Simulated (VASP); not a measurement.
A run of VASP 6.6.1 is set up as follows.

Contents of INCAR:

```
  PREC = Accurate
  ENCUT = 520
  EDIFF = 1E-6
  ISMEAR = 0
  SIGMA = 0.15
  LREAL = False
  LASPH = True
  NELM = 80
  ALGO = Fast
  ISIF = 2
  LWAVE = False
  LCHARG = False
  GGA = PE
  NBANDS = 12
```

The input KPOINTS:

```
Automatic mesh
0
Gamma
  24 24 24
```

The input POSCAR:

```
Cu
1.0
    0.0000000000      2.1681355054      1.4736817030
    2.1681355054      0.0000000000      1.4736817030
    2.1681355054      2.1681355054      0.0000000000
Cu
1
Direct
    0.0000000000      0.0000000000      0.0000000000
```

Potentials or basis: VASP PAW PBE potentials, release 64 (Cu).

The run is started by

```sh
$ cat potpaw_PBE.64/Cu/POTCAR > POTCAR
$ mpirun -np 1 vasp_std > vasp.out
```

(1) What does it give for the pressure?

Answers

(1) -12.9 GPa.
